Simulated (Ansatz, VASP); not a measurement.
# One calculation of Al2Pt, two programs

The input INCAR:

```
SYSTEM = Al2Pt
ALGO     = Normal         ! electronic algorithm
EDIFF    = 1E-7           ! SCF threshold, eV
ENCUT    = 520            ! plane-wave cutoff, eV
GGA      = CA             ! functional
ISIF     = 2              ! what is computed and relaxed
ISMEAR   = -1             ! smearing method
LASPH    = .True.         ! aspherical terms in the spheres
LCHARG   = .False.        ! write CHGCAR
LREAL    = .False.        ! projectors in reciprocal space
LWAVE    = .False.        ! write WAVECAR
NBANDS   = 15             ! bands
NELM     = 60             ! most SCF steps
PREC     = Accurate       ! precision mode
SIGMA    = 0.08           ! smearing width, eV
```

File KPOINTS:

```
k-points
0
Gamma
  12 12 12
  0 0 0
```

POSCAR

```
Al2Pt
1.0
    0.0000000000      2.9550000000      3.0141000000
    2.9550000000      0.0000000000      3.0141000000
    2.9550000000      2.9550000000      0.0000000000
Al Pt
2 1
Direct
    0.2500000000      0.2500000000      0.2500000000
    0.7500000000      0.7500000000      0.7500000000
    0.0000000000      0.0000000000      0.0000000000
```

Input for Ansatz:

```yaml
crystal:
  lattice:
    - [0.0, 2.955, 3.0141]
    - [2.955, 0.0, 3.0141]
    - [2.955, 2.955, 0.0]
  atoms:
    - { symbol: Al, position: [0.25, 0.25, 0.25] }
    - { symbol: Al, position: [0.75, 0.75, 0.75] }
    - { symbol: Pt, position: [0.0, 0.0, 0.0] }
kpoints:
  mp_grid: { grid: [12, 12, 12] }
  band_path:
    path:
      - [0.0, 0.0, 0.0]
      - [0.0, 0.5, 0.5]
      - [0.25, 0.75, 0.5]
      - [0.0, 0.5, 0.0]
      - [0.0, 0.0, 0.0]
      - [0.5, 0.5, 0.0]
      - [0.3701460977, 0.6298539023, 0.0]
      - [-0.3701460977, 0.3701460977, 0.0]
      - [0.0, 0.0, 0.0]
    npoints: 5
scf:
  occupations: { method: fermi_dirac, width: 0.08 }
hamiltonian:
  xc: lda
  pseudopotentials: { kind: all_electron, lapw: { basis_error: 0.001 } }
output:
  forces: true
  stress: true
  eigenvalues: true
```

Change from the starting cell: zz strain of +2 %.

Alike in both runs: task single point; functional LDA; k mesh 12 × 12 × 12; occupations fermi-dirac, width 0.08 eV; no spin polarisation.

|  | VASP | Ansatz |
| --- | --- | --- |
| version | VASP 6.6.1 | Ansatz 0.2.0 |
| potentials or method | VASP PAW LDA potentials, release 64 (Al, Pt), cutoff 520 eV | all-electron LAPW, scalar-relativistic |

VASP gave:

| Property | Result |
| --- | --- |
| pressure (GPa) | -6.0 |
| traceless stress, the component that is largest in VASP (GPa) | -0.85 |

Task: Estimate Ansatz's values.

Result: Pressure (GPa): -6.3; traceless stress, the component that is largest in VASP (GPa): -0.85.

LDA's correlation is that of Perdew and Zunger in VASP and of Perdew and Wang (1992) in Ansatz. Ansatz ran all-electron here, and VASP with PAW potentials.

Spin-orbit coupling is off throughout.
